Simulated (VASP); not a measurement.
# NbCd3 (Pm-3m) in VASP: further runs

NbCd3 is run at these levels: LDA; tasks: single point.

Program: VASP 6.6.1. These are calculated values, not measurements. Logs are shortened: lines on timing, memory, paths and dates and some standing lists are left out, and cuts for length are marked.

## 1. The cell of the first run

Symmetry: Pm-3m, No. 221, cubic system. Conventional cell: a = 4.187 Å, b = 4.187 Å, c = 4.187 Å, α = 90.00°, β = 90.00°, γ = 90.00°. Within 3.9 Å of Nb (site symmetry m-3m) lie 12 Cd at 2.96 Å. Within 3.9 Å of Cd (site symmetry 4/mmm) lie 4 Nb at 2.96 Å and 8 Cd at 2.96 Å.

## 2. Single point, LDA (18.35 Å³/atom)

The input, INCAR:

```
SYSTEM = NbCd3
ALGO = Normal
EDIFF = 1E-6
ENCUT = 520
GGA = CA
ISIF = 2
ISMEAR = -1
LASPH = .TRUE.
LCHARG = .FALSE.
LREAL = .FALSE.
LWAVE = .FALSE.
NBANDS = 32
NELM = 100
PREC = Accurate
SIGMA = 0.08
```

The input, KPOINTS:

```
k-points
0
G
  9 9 9
  0 0 0
```

The input, POSCAR:

```
NbCd3
1.0
    4.1867105570      0.0000000000      0.0000000000
    0.0000000000      4.1867105570      0.0000000000
    0.0000000000      0.0000000000      4.1867105570
Nb Cd
1 3
Direct
    0.0000000000      0.0000000000      0.0000000000
    0.0000000000      0.5000000000      0.5000000000
    0.5000000000      0.0000000000      0.5000000000
    0.5000000000      0.5000000000      0.0000000000
```

Potentials or basis: VASP PAW LDA potentials, release 64 (Nb_sv, Cd).

Command:

```sh
> cat potpaw_LDA.64/Nb_sv/POTCAR potpaw_LDA.64/Cd/POTCAR > POTCAR
> mpirun -np 1 vasp_std > vasp.out
```

OUTCAR:

```text
SYSTEM = NbCd3
   EDIFF = 1E-6
   ENCUT = 520
   GGA = CA
   ISIF = 2
   ISMEAR = -1
   LASPH = .TRUE.
   LREAL = .FALSE.
   NELM = 100
   PREC = Accurate

 ion  position               nearest neighbor table
   1  0.000  0.000  0.000-   2 2.96   3 2.96   4 2.96   2 2.96   3 2.96   2 2.96   4 2.96   2 2.96
                             3 2.96   4 2.96   3 2.96   4 2.96
   2  0.000  0.500  0.500-   1 2.96   3 2.96   4 2.96   1 2.96   4 2.96   1 2.96   3 2.96   1 2.96
                             3 2.96   4 2.96   4 2.96   3 2.96
   3  0.500  0.000  0.500-   1 2.96   2 2.96   4 2.96   1 2.96   4 2.96   2 2.96   4 2.96   4 2.96
                             1 2.96   2 2.96   1 2.96   2 2.96
   4  0.500  0.500  0.000-   1 2.96   2 2.96   3 2.96   2 2.96   3 2.96   1 2.96   3 2.96   3 2.96
                             1 2.96   2 2.96   2 2.96   1 2.96

  LATTYP: Found a simple cubic cell.
 ALAT       =     4.1867105570

  Lattice vectors:

 A1 = (   4.1867105570,   0.0000000000,   0.0000000000)
 A2 = (   0.0000000000,   4.1867105570,   0.0000000000)
 A3 = (   0.0000000000,   0.0000000000,   4.1867105570)

Analysis of symmetry for initial positions (statically):
=====================================================================
 Subroutine PRICEL returns:
 Original cell was already a primitive cell.

 Routine SETGRP: Setting up the symmetry group for a
 simple cubic supercell.

 Subroutine GETGRP returns: Found 48 space group operations
 (whereof 48 operations were pure point group operations)
 out of a pool of 48 trial point group operations.

The static configuration has the point symmetry O_h .

Analysis of symmetry for dynamics (positions and initial velocities):
=====================================================================
 Subroutine PRICEL returns:
 Original cell was already a primitive cell.

 Routine SETGRP: Setting up the symmetry group for a
 simple cubic supercell.

 Subroutine GETGRP returns: Found 48 space group operations
 (whereof 48 operations were pure point group operations)
 out of a pool of 48 trial point group operations.

The dynamic configuration has the point symmetry O_h .

 Subroutine INISYM returns: Found 48 space group operations
 (whereof 48 operations are pure point group operations),
 and found     1 'primitive' translations

----------------------------------------------------------------------------------------

                                     Primitive cell

  volume of cell :      73.3869

  direct lattice vectors                    reciprocal lattice vectors
     4.186710557  0.000000000  0.000000000     0.238850999  0.000000000  0.000000000
     0.000000000  4.186710557  0.000000000     0.000000000  0.238850999  0.000000000
     0.000000000  0.000000000  4.186710557     0.000000000  0.000000000  0.238850999

  length of vectors
     4.186710557  4.186710557  4.186710557     0.238850999  0.238850999  0.238850999

  position of ions in fractional coordinates (direct lattice)
     0.000000000  0.000000000  0.000000000
     0.000000000  0.500000000  0.500000000
     0.500000000  0.000000000  0.500000000
     0.500000000  0.500000000  0.000000000

  ion indices of the primitive-cell ions
   primitive index   ion index
                 1           1
                 2           2
                 3           3
                 4           4

----------------------------------------------------------------------------------------

 KPOINTS: k-points

Automatic generation of k-mesh.
 Grid dimensions read from file:
 generate k-points for:    9    9    9

 Generating k-lattice:

  Cartesian coordinates                     Fractional coordinates (reciprocal lattice)
     0.026539000  0.000000000  0.000000000     0.111111111  0.000000000  0.000000000
     0.000000000  0.026539000  0.000000000     0.000000000  0.111111111  0.000000000
     0.000000000  0.000000000  0.026539000     0.000000000  0.000000000  0.111111111

  Length of vectors
     0.026539000  0.026539000  0.026539000

  Shift w.r.t. Gamma in fractional coordinates (k-lattice)
     0.000000000  0.000000000  0.000000000

 Subroutine IBZKPT returns following result:
 ===========================================

 Found     35 irreducible k-points:

 Following reciprocal coordinates:
            Coordinates               Weight
  0.000000  0.000000  0.000000      1.000000
  0.111111  0.000000  0.000000      6.000000
  0.222222  0.000000  0.000000      6.000000
  0.333333  0.000000  0.000000      6.000000
  0.444444  0.000000  0.000000      6.000000
  0.111111  0.111111  0.000000     12.000000
[... 16 lines left out ...]
  0.333333  0.333333  0.111111     24.000000
  0.444444  0.333333  0.111111     48.000000
 [... further k-points ...]
   k-points           NKPTS =     35   k-points in BZ     NKDIM =     35   number of bands    NBANDS=     32
   number of dos      NEDOS =    301   number of ions     NIONS =      4
   total plane-waves  NPLWV =  32768
   dimension x,y,z NGX =    32 NGY =   32 NGZ =   32
   dimension x,y,z NGXF=    64 NGYF=   64 NGZF=   64
   ions per type =               1   3
   NGX,Y,Z   is equivalent  to a cutoff of  12.71, 12.71, 12.71 a.u.
   NGXF,Y,Z  is equivalent  to a cutoff of  25.41, 25.41, 25.41 a.u.
 SYSTEM =  NbCd3
   PREC   = accura    normal or accurate (medium, high low for compatibility)
   ISTART =      0    job   : 0-new  1-cont  2-samecut
   ICHARG =      2    charge: 1-file 2-atom 10-const
   ISPIN  =      1    spin polarized calculation?
   LNONCOLLINEAR =      F non collinear calculations
   LSORBIT =      F    spin-orbit coupling
   LASPH  =      T    aspherical Exc in radial PAW
   ENCUT  =  520.0 eV  38.22 Ry    6.18 a.u.   7.78  7.78  7.78*2*pi/ulx,y,z
   NELM   =    100;   NELMIN=  2; NELMDL= -5     # of ELM steps
   EDIFF  = 0.1E-05   stopping-criterion for ELM
   LREAL  =      F    real-space projection
   EDIFFG = 0.1E-04   stopping-criterion for IOM
   NSW    =      0    number of steps for IOM
   IBRION =     -1    ionic relax: 0-MD 1-quasi-New 2-CG
   NFREE  =      0    steps in history (QN), initial steepest desc. (CG)
   ISIF   =      2    stress and relaxation
   ISYM   =      2    0-nonsym 1-usesym 2-fastsym
   POTIM  = 0.5000    time-step for ionic-motion
   TEBEG  =    0.0;   TEEND  =   0.0 temperature during run
   PSTRESS=    0.0 pullay stress
   NELECT =      49.0000    total number of electrons
   NUPDOWN=      -1.0000    fix difference up-down
   EMIN   =  10.00;   EMAX   =-10.00  energy-range for DOS
   EFERMI =   0.00;   METHOD = LEGACY
   ISMEAR =    -1;   SIGMA  =   0.08  broadening in eV -4-tet -1-fermi 0-gaus
   EFERMI_NEDOS =   21; number of points for ismear=-14 and -15
   IALGO  =     38    algorithm
   IMIX   =      4    mixing-type and parameters
     AMIX     =   0.40;   BMIX     =  1.00
     AMIX_MAG =   1.60;   BMIX_MAG =  1.00
  volume/ion in A,a.u.               =      18.35       123.81
  Fermi-wavevector in a.u.,A,eV,Ry     =   1.430871  2.703955 27.856470  2.047393
  Thomas-Fermi vector in A             =   2.550669
   LORBIT       =      0    0 simple, 1 ext, 2 COOP (PROOUT), +10 PAW based schemes
   GGA     = CA    functional components
   LHFCALC =     F    Hartree Fock is set to
   AEXX    =    0.0000 exact exchange contribution
   IVDW    =     0    specifies the selected vdW correction
   LEPSILON=     F    determine dielectric tensor
   LRPA    =     F    only Hartree local field effects (RPA)
 non-spin polarized calculation
  energy-cutoff  :      520.00
  volume of cell :       73.39
 maximum number of plane-waves:      2003
 NGX is ok and might be reduce to    32
   NGX = 15   NGY = 15   NGZ = 15

 number of electron      49.0000042 magnetization

 Free energy of the ion-electron system (eV)
  ---------------------------------------------------
  ext. energy  EPLUGINS =         0.00000000
  ---------------------------------------------------
  free energy    TOTEN  =       -15.50613910 eV

  energy without entropy =      -15.47449624  energy(sigma->0) =      -15.49031767

 E-fermi :   5.2386     XC(G=0): -12.3707

 val. band max:        5.2194199958   @ k =   0.1111   0.0000   0.0000
 cond. band min:       5.2739360720   @ k =   0.3333   0.3333   0.0000
 fundamental gap:      0.0545160762
 Fermi energy:         5.2385657198

 k-point     1 :       0.0000    0.0000    0.0000
  band No.  band energies     occupation
      1     -49.3031      2.00000
      2     -25.5348      2.00000
      3     -25.5348      2.00000
      4     -25.5348      2.00000
      5      -4.5611      2.00000
      6      -4.3106      2.00000
[... 24 lines left out ...]
     31      11.3011      0.00000
     32      12.9036      0.00000

 k-point     2 :       0.1111    0.0000    0.0000
  band No.  band energies     occupation
      1     -49.3030      2.00000
      2     -25.5379      2.00000
      3     -25.5350      2.00000
      4     -25.5350      2.00000
      5      -4.5124      2.00000
      6      -4.2919      2.00000
[... 24 lines left out ...]
     31      11.8794      0.00000
     32      12.9965      0.00000

 k-point     3 :       0.2222    0.0000    0.0000
  band No.  band energies     occupation
      1     -49.3027      2.00000
      2     -25.5458      2.00000
      3     -25.5354      2.00000
      4     -25.5354      2.00000
      5      -4.3791      2.00000
      6      -4.2412      2.00000
[... 24 lines left out ...]
     31      12.8274      0.00000
     32      12.8274      0.00000

 k-point     4 :       0.3333    0.0000    0.0000
  band No.  band energies     occupation
      1     -49.3024      2.00000
      2     -25.5547      2.00000
      3     -25.5359      2.00000
      4     -25.5359      2.00000
      5      -4.1996      2.00000
      6      -4.1753      2.00000
[... 654 lines left out ...]
     31      12.0771      0.00000
     32      13.5310      0.00000

 k-point    23 :       0.3333    0.3333    0.1111
  band No.  band energies     occupation
      1     -49.3018      2.00000
      2     -25.5531      2.00000
      3     -25.5508      2.00000
      4     -25.5387      2.00000
      5      -4.0753      2.00000
      6      -3.9074      2.00000
[... 24 lines left out ...]
     31      11.7197      0.00000
     32      12.2954      0.00000

 k-point    24 :       0.4444    0.3333    0.1111
  band No.  band energies     occupation
      1     -49.3017      2.00000
      2     -25.5566      2.00000
      3     -25.5512      2.00000
      4     -25.5389      2.00000
      5      -3.9829      2.00000
      6      -3.8444      2.00000
[... 24 lines left out ...]
     31      11.9811      0.00000
     32      12.8835      0.00000

 [... further k-points ...]

------------------------ aborting loop because EDIFF is reached ----------------------------------------

  FORCE on cell =-STRESS in cart. coord.  units (eV):
  Direction    XX          YY          ZZ          XY          YZ          ZX
  --------------------------------------------------------------------------------------
  -------------------------------------------------------------------------------------
  Total        0.3344117      0.3344117      0.3344117     -0.0000000      0.0000000      0.0000000
  in kB        7.3008466      7.3008466      7.3008466     -0.0000000      0.0000000      0.0000000
  external PRESSURE =       7.3008466 kB  Pullay stress =       0.0000000 kB

 VOLUME and BASIS-vectors are now :
 -----------------------------------------------------------------------------
  energy-cutoff  :      520.00
  volume of cell :       73.39
      direct lattice vectors                 reciprocal lattice vectors
     4.186710557  0.000000000  0.000000000     0.238850999  0.000000000  0.000000000
     0.000000000  4.186710557  0.000000000     0.000000000  0.238850999  0.000000000
     0.000000000  0.000000000  4.186710557     0.000000000  0.000000000  0.238850999

 POSITION                                       TOTAL-FORCE (eV/Angst)
 -----------------------------------------------------------------------------------
      0.00000      0.00000      0.00000         0.000000      0.000000      0.000000
      0.00000      2.09336      2.09336         0.000000      0.000000      0.000000
      2.09336      0.00000      2.09336         0.000000      0.000000      0.000000
      2.09336      2.09336      0.00000         0.000000      0.000000      0.000000
 -----------------------------------------------------------------------------------
    total drift:                                0.000000     -0.000000     -0.000000

  FREE ENERGIE OF THE ION-ELECTRON SYSTEM (eV)
  ---------------------------------------------------
  free  energy   TOTEN  =       -15.5061391017 eV

  energy  without entropy=      -15.4744962398  energy(sigma->0) =      -15.49031767
```

Run time: 43 s. Hardware: 1 thread of Intel Xeon Platinum 8259CL at 2.50GHz (Skylake/Cascade Lake), shared host; peak memory 0.2 GiB.

Results:

```yaml
Free_energy: -15.5061 eV
Pressure: 0.7 GPa
Band_gap_on_the_k_mesh: zero (an odd number of electrons rules out a gap without spin polarisation)
```

## 3. Single point, LDA (18.91 Å³/atom)

This run uses another cell than the first one, of 18.91 Å³/atom.

The input, INCAR:

```
PREC = Accurate
ENCUT = 520
EDIFF = 1E-6
ISMEAR = -1
SIGMA = 0.08
LREAL = False
LASPH = True
NELM = 100
ALGO = Normal
ISIF = 2
LWAVE = False
LCHARG = False
NBANDS = 32
```

The input, KPOINTS:

```
Automatic mesh
0
Gamma
  9 9 9
```

The input, POSCAR:

```
NbCd3
1.0
    4.2290034251      0.0000000000      0.0000000000
    0.0000000000      4.2290034251      0.0000000000
    0.0000000000      0.0000000000      4.2290034251
Nb Cd
1 3
Direct
    0.0000000000      0.0000000000      0.0000000000
    0.0000000000      0.5000000000      0.5000000000
    0.5000000000      0.0000000000      0.5000000000
    0.5000000000      0.5000000000      0.0000000000
```

Potentials or basis: VASP PAW LDA potentials, release 64 (Nb_sv, Cd).

Command:

```sh
> cat potpaw_LDA.64/Nb_sv/POTCAR potpaw_LDA.64/Cd/POTCAR > POTCAR
> mpirun -np 1 vasp_std > vasp.out
```

Wall time 44 s (1 thread of Intel Xeon Platinum 8259CL at 2.50GHz (Skylake/Cascade Lake), shared host); peak memory 0.2 GiB.

It converged, with:

```yaml
Free_energy: -15.4914 eV
Pressure: -2.8 GPa
Band_gap_on_the_k_mesh: zero (an odd number of electrons rules out a gap without spin polarisation)
```

Levels at points of the mesh, in eV from the Fermi level:
| k point | band 20 | band 21 | band 22 | band 23 | band 24 | band 25 | band 26 | band 27 | band 28 | band 29 |
| --- | --- | --- | --- | --- | --- | --- | --- | --- | --- | --- |
| (0.00, 0.00, 0.00) | -7.51 | -0.94 | -0.94 | 0.21 | 0.21 | 0.21 | 1.27 | 1.27 | 1.27 | 5.53 |

## 4. Single point, LDA (19.47 Å³/atom)

This run uses another cell than the first one, of 19.47 Å³/atom.

The input, INCAR:

```
SYSTEM = NbCd3
  PREC = Accurate
  ENCUT = 520
  EDIFF = 1E-6
  ISMEAR = -1
  SIGMA = 0.08
  LREAL = .False.
  LASPH = .True.
  NELM = 60
  ALGO = Normal
  ISIF = 2
  LWAVE = .False.
  LCHARG = .False.
  NBANDS = 32
```

The input, KPOINTS:

```
Automatic mesh
0
Gamma
  9 9 9
  0 0 0
```

The input, POSCAR:

```
NbCd3
1.0
    4.2704668871      0.0000000000      0.0000000000
    0.0000000000      4.2704668871      0.0000000000
    0.0000000000      0.0000000000      4.2704668871
Nb Cd
1 3
Direct
    0.0000000000      0.0000000000      0.0000000000
    0.0000000000      0.5000000000      0.5000000000
    0.5000000000      0.0000000000      0.5000000000
    0.5000000000      0.5000000000      0.0000000000
```

Command:

```sh
> cat potpaw_LDA.64/Nb_sv/POTCAR potpaw_LDA.64/Cd/POTCAR > POTCAR
> mpirun -np 1 vasp_std > vasp.out
```

Run time: 45 s. Hardware: 1 thread of Intel Xeon Platinum 8259CL at 2.50GHz (Skylake/Cascade Lake), shared host; peak memory 0.2 GiB.

It converged, with:

* Free energy: -15.4314 eV
* Pressure: -5.8 GPa
* Band gap on the k mesh: zero (an odd number of electrons rules out a gap without spin polarisation)

Levels at points of the mesh, in eV from the Fermi level:
| k point | band 21 | band 22 | band 23 | band 24 | band 25 | band 26 | band 27 | band 28 |
| --- | --- | --- | --- | --- | --- | --- | --- | --- |
| (0.00, 0.00, 0.00) | -0.96 | -0.96 | 0.23 | 0.23 | 0.23 | 1.21 | 1.21 | 1.21 |

Caveat: the cell stands under tension.

## 5. Summary

| cell | gap on the mesh (eV) | pressure (GPa) |
| --- | --- | --- |
| a = 4.187 Å, 4 atoms | none | 0.7 |
| a = 4.229 Å, 4 atoms | none | -2.8 |
| a = 4.270 Å, 4 atoms | none | -5.8 |

Alike in all rows: task single point; level LDA; potentials or basis VASP PAW LDA potentials, release 64 (Nb_sv, Cd); no spin polarisation; k mesh 9 × 9 × 9; cutoff (eV) 520; smearing fermi-dirac 0.08 eV.

Caveats: the cell stands under tension (at least some runs).

Absolute energies hang on the potentials; compare differences alone.

The gap in the log of VASP goes by the Fermi energy; the results here count the filled bands.